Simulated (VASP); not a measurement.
# Ti4C in VASP: notebook, part 2 of 2

VASP 6.6.1.

## Step 3: Single point, LDA

Contents of INCAR:

```
PREC = Accurate
ENCUT = 520
EDIFF = 1E-6
ISMEAR = 0
SIGMA = 0.1
LREAL = False
LASPH = True
NELM = 100
ALGO = Normal
ISIF = 2
LWAVE = False
LCHARG = False
LDIPOL = True
IDIPOL = 3
DIPOL = 0.5 0.5 0.381
NBANDS = 34
```

Contents of KPOINTS:

```
regular mesh
0
Gamma
  9 9 1
```

Contents of POSCAR:

```
Ti4C
1.0
    2.8641158382      0.0000000000      0.0000000000
   -1.4320579191      2.4803970752      0.0000000000
    0.0000000000      0.0000000000     22.2412393510
Ti C
4 1
Direct
    0.6666666667      0.3333333333      0.1798460930
    0.3333333334      0.6666666667      0.2818047761
    0.6666666667      0.3333333333      0.3878689313
    0.4951668128      0.9903336256      0.5086726042
    1.1666666666      1.3333333333      0.5481636119
```

Potentials or basis: VASP PAW LDA potentials, release 64 (Ti_sv, C).

Launch:

```bash
$ cat potpaw_LDA.64/Ti_sv/POTCAR potpaw_LDA.64/C/POTCAR > POTCAR
$ mpirun -np 1 vasp_std > vasp.out
```

OUTCAR:

```text
PREC = Accurate
   ENCUT = 520
   EDIFF = 1E-6
   ISMEAR = 0
   LREAL = False
   LASPH = True
   NELM = 100
   ISIF = 2

 ion  position               nearest neighbor table
   1  0.667  0.333  0.180-   2 2.81   2 2.81   2 2.81
   2  0.333  0.667  0.282-   1 2.81   1 2.81   1 2.81   3 2.88   3 2.88   3 2.88
   3  0.667  0.333  0.388-   4 2.82   2 2.88   2 2.88   2 2.88
   4  0.495  0.990  0.509-   5 1.85   5 1.88   5 1.88   3 2.82
   5  0.167  0.333  0.548-   4 1.85   4 1.88   4 1.88

  LATTYP: Found a hexagonal cell.
 ALAT       =     2.8641158382
 C/A-ratio  =     7.7654817778

  Lattice vectors:

 A1 = (   2.8641158382,   0.0000000000,   0.0000000000)
 A2 = (  -1.4320579191,   2.4803970752,   0.0000000000)
 A3 = (   0.0000000000,   0.0000000000,  22.2412393510)

Analysis of symmetry for initial positions (statically):
=====================================================================
 Subroutine PRICEL returns:
 Original cell was already a primitive cell.

 Routine SETGRP: Setting up the symmetry group for a
 hexagonal supercell.

 Subroutine GETGRP returns: Found  2 space group operations
 (whereof  2 operations were pure point group operations)
 out of a pool of 24 trial point group operations.

The static configuration has the point symmetry C_1h.

Analysis of symmetry for dynamics (positions and initial velocities):
=====================================================================
 Subroutine PRICEL returns:
 Original cell was already a primitive cell.

 Routine SETGRP: Setting up the symmetry group for a
 hexagonal supercell.

 Subroutine GETGRP returns: Found  2 space group operations
 (whereof  2 operations were pure point group operations)
 out of a pool of 24 trial point group operations.

The dynamic configuration has the point symmetry C_1h.

 Subroutine INISYM returns: Found  2 space group operations
 (whereof  2 operations are pure point group operations),
 and found     1 'primitive' translations

----------------------------------------------------------------------------------------

                                     Primitive cell

  volume of cell :     158.0050

  direct lattice vectors                    reciprocal lattice vectors
     2.864115838  0.000000000  0.000000000     0.349147889  0.201580628  0.000000000
    -1.432057919  2.480397075  0.000000000     0.000000000  0.403161256  0.000000000
     0.000000000  0.000000000 22.241239351     0.000000000  0.000000000  0.044961523

  length of vectors
     2.864115838  2.864115838 22.241239351     0.403161256  0.403161256  0.044961523

  position of ions in fractional coordinates (direct lattice)
     0.666666667  0.333333333  0.179846093
     0.333333333  0.666666667  0.281804776
     0.666666667  0.333333333  0.387868931
     0.495166813  0.990333626  0.508672604
     0.166666667  0.333333333  0.548163612

  ion indices of the primitive-cell ions
   primitive index   ion index
                 1           1
                 2           2
                 3           3
                 4           4
                 5           5

----------------------------------------------------------------------------------------

[... 49 lines left out ...]
  0.444444  0.333333  0.000000      4.000000
   k-points           NKPTS =     25   k-points in BZ     NKDIM =     25   number of bands    NBANDS=     34
   number of dos      NEDOS =    301   number of ions     NIONS =      5
   total plane-waves  NPLWV =  96768
   dimension x,y,z NGX =    24 NGY =   24 NGZ =  168
   dimension x,y,z NGXF=    48 NGYF=   48 NGZF=  336
   ions per type =               4   1
   NGX,Y,Z   is equivalent  to a cutoff of  13.93, 13.93, 12.56 a.u.
   NGXF,Y,Z  is equivalent  to a cutoff of  27.86, 27.86, 25.11 a.u.
 SYSTEM =  unknown system
   PREC   = accura    normal or accurate (medium, high low for compatibility)
   ISTART =      0    job   : 0-new  1-cont  2-samecut
   ICHARG =      2    charge: 1-file 2-atom 10-const
   ISPIN  =      1    spin polarized calculation?
   LNONCOLLINEAR =      F non collinear calculations
   LSORBIT =      F    spin-orbit coupling
   LASPH  =      T    aspherical Exc in radial PAW
   ENCUT  =  520.0 eV  38.22 Ry    6.18 a.u.   5.33  5.33 41.35*2*pi/ulx,y,z
   NELM   =    100;   NELMIN=  2; NELMDL= -5     # of ELM steps
   EDIFF  = 0.1E-05   stopping-criterion for ELM
   LREAL  =      F    real-space projection
   EDIFFG = 0.1E-04   stopping-criterion for IOM
   NSW    =      0    number of steps for IOM
   IBRION =     -1    ionic relax: 0-MD 1-quasi-New 2-CG
   NFREE  =      0    steps in history (QN), initial steepest desc. (CG)
   ISIF   =      2    stress and relaxation
   ISYM   =      2    0-nonsym 1-usesym 2-fastsym
   POTIM  = 0.5000    time-step for ionic-motion
   TEBEG  =    0.0;   TEEND  =   0.0 temperature during run
   PSTRESS=    0.0 pullay stress
   NELECT =      52.0000    total number of electrons
   NUPDOWN=      -1.0000    fix difference up-down
   EMIN   =  10.00;   EMAX   =-10.00  energy-range for DOS
   EFERMI =   0.00;   METHOD = LEGACY
   ISMEAR =     0;   SIGMA  =   0.10  broadening in eV -4-tet -1-fermi 0-gaus
   EFERMI_NEDOS =   21; number of points for ismear=-14 and -15
   IALGO  =     38    algorithm
   IMIX   =      4    mixing-type and parameters
     AMIX     =   0.40;   BMIX     =  1.00
     AMIX_MAG =   1.60;   BMIX_MAG =  1.00
  volume/ion in A,a.u.               =      31.60       213.25
  Fermi-wavevector in a.u.,A,eV,Ry     =   1.130279  2.135918 17.381862  1.277531
  Thomas-Fermi vector in A             =   2.266975
   LORBIT       =      0    0 simple, 1 ext, 2 COOP (PROOUT), +10 PAW based schemes
   GGA     = CA    functional components
   LHFCALC =     F    Hartree Fock is set to
   AEXX    =    0.0000 exact exchange contribution
   IVDW    =     0    specifies the selected vdW correction
   LEPSILON=     F    determine dielectric tensor
   LRPA    =     F    only Hartree local field effects (RPA)
 non-spin polarized calculation
 Gauss-broadening in eV      SIGMA  =   0.10
  energy-cutoff  :      520.00
  volume of cell :      158.00
 maximum number of plane-waves:      4289
 NGX is ok and might be reduce to    24
   NGX = 11   NGY = 11   NGZ = 83

 dipolmoment           0.000000      0.000000     -0.023237 electrons x Angstroem

 number of electron      52.0000009 magnetization

 dipolmoment           0.000000      0.000000      0.090231 electrons x Angstroem

 Free energy of the ion-electron system (eV)
  ---------------------------------------------------
  ext. energy  EPLUGINS =         0.00000000
  ---------------------------------------------------
  free energy    TOTEN  =       -40.43089659 eV

  energy without entropy =      -40.39187500  energy(sigma->0) =      -40.41138579

 E-fermi :   0.5138     XC(G=0):  -6.3671

 val. band max:        0.5121267718   @ k =  -0.4444   0.2222   0.0000
 cond. band min:       0.5405673105   @ k =  -0.1111  -0.4444   0.0000
 fundamental gap:      0.0284405387
 Fermi energy:         0.5138399825

 k-point     1 :       0.0000    0.0000    0.0000
  band No.  band energies     occupation
      1     -55.5675      2.00000
      2     -55.4145      2.00000
      3     -55.3218      2.00000
      4     -53.9483      2.00000
      5     -32.4051      2.00000
      6     -32.1327      2.00000
[... 877 lines left out ...]
     33       2.9791      0.00000
     34       3.1932      0.00000

 [... further k-points ...]

------------------------ aborting loop because EDIFF is reached ----------------------------------------

 vacuum level on the upper side and lower side of the slab       (xc-potential included)         0.912        -1.371

  FORCE on cell =-STRESS in cart. coord.  units (eV):
  Direction    XX          YY          ZZ          XY          YZ          ZX
  --------------------------------------------------------------------------------------
  -------------------------------------------------------------------------------------
  Total        3.0552462      4.0795428     -2.3576148      0.0000000     -0.6326814      0.0000000
  in kB       30.9803288     41.3667406    -23.9063158      0.0000000     -6.4154168      0.0000000
  external PRESSURE =      16.1469179 kB  Pullay stress =       0.0000000 kB

 VOLUME and BASIS-vectors are now :
 -----------------------------------------------------------------------------
  energy-cutoff  :      520.00
  volume of cell :      158.00
      direct lattice vectors                 reciprocal lattice vectors
     2.864115838  0.000000000  0.000000000     0.349147889  0.201580628  0.000000000
    -1.432057919  2.480397075  0.000000000     0.000000000  0.403161256  0.000000000
     0.000000000  0.000000000 22.241239351     0.000000000  0.000000000  0.044961523

 POSITION                                       TOTAL-FORCE (eV/Angst)
 -----------------------------------------------------------------------------------
      1.43206      0.82680      4.00000        -0.000000     -0.005291      0.532510
      0.00000      1.65360      6.26769        -0.000000      0.028773     -0.033332
      1.43206      0.82680      8.62669        -0.000000      0.141525     -0.495295
      0.00000      2.45642     11.31351        -0.000000      0.000889     -0.084804
     -0.00000      0.82680     12.19184         0.000000     -0.165896      0.080921
 -----------------------------------------------------------------------------------
    total drift:                               -0.000001      0.000201     -0.000095

  FREE ENERGIE OF THE ION-ELECTRON SYSTEM (eV)
  ---------------------------------------------------
  free  energy   TOTEN  =       -40.4308965855 eV

  energy  without entropy=      -40.3918750029  energy(sigma->0) =      -40.41138579

 vacuum level on the upper side and lower side of the slab         7.401         5.053
```

Run time: 5 min. Hardware: 1 thread of Intel Xeon Platinum 8124M at 3.00GHz (Skylake/Cascade Lake), shared host; peak memory 0.3 GiB.

Results:

```
Free energy            : -40.4309 eV
Largest force          : 0.533 eV/Å
Band gap on the k mesh : zero (band 26 reaches 1.05 eV, above the bottom of band 27 at 0.36 eV)
```

Forces on the atoms (eV/Å):
```
Ti   0.000 -0.005  0.533
Ti   0.000  0.029 -0.033
Ti   0.000  0.142 -0.495
Ti   0.000  0.001 -0.085
C    0.000 -0.166  0.081
```

## Step 4: Single point, LDA

INCAR, as its differences from that of step 3:

```diff
@@ -7,3 +7,3 @@
 LASPH = True
-NELM = 100
+NELM = 60
 ALGO = Normal
@@ -14,3 +14,4 @@
 IDIPOL = 3
-DIPOL = 0.5 0.5 0.381
+DIPOL = 0.5 0.5 0.379
+GGA = CA
 NBANDS = 34
```

KPOINTS is that of step 3.

Contents of POSCAR:

```
Ti4C
1.0
    2.8641158382      0.0000000000      0.0000000000
   -1.4320579191      2.4803970752      0.0000000000
    0.0000000000      0.0000000000     22.2412393510
Ti C
4 1
Direct
    0.6666666667      0.3333333333      0.1798460930
    0.3333333333      0.6666666667      0.2818047761
    0.6666666667      0.3333333333      0.3878689313
    0.1669625372      0.8330374628      0.5044688092
    0.5000000000      1.5000000000      0.5434683282
```

Launch:

```bash
$ cat potpaw_LDA.64/Ti_sv/POTCAR potpaw_LDA.64/C/POTCAR > POTCAR
$ mpirun -np 1 vasp_std > vasp.out
```

It took 4.1 min on 1 thread of Intel Xeon Platinum 8124M at 3.00GHz (Skylake/Cascade Lake), shared host; peak memory 0.29 GiB.

The run converged. Its results:

* Free energy: -40.5174 eV
* Largest force: 0.517 eV/Å
* Band gap on the k mesh: zero (band 26 reaches 1.06 eV, above the bottom of band 27 at 0.37 eV)

Forces on the atoms (eV/Å):
```
Ti   0.020 -0.011  0.517
Ti  -0.076  0.044 -0.081
Ti  -0.008  0.004 -0.438
Ti  -0.004  0.002 -0.081
C    0.068 -0.039  0.083
```

Levels at points of the mesh, in eV from the Fermi level:
```
           k point  band 22  band 23  band 24  band 25  band 26  band 27  band 28  band 29  band 30  band 31
(0.00, 0.00, 0.00)    -1.23    -1.21    -0.50    -0.13     0.50     0.70     0.79     0.79     0.91     0.92
```
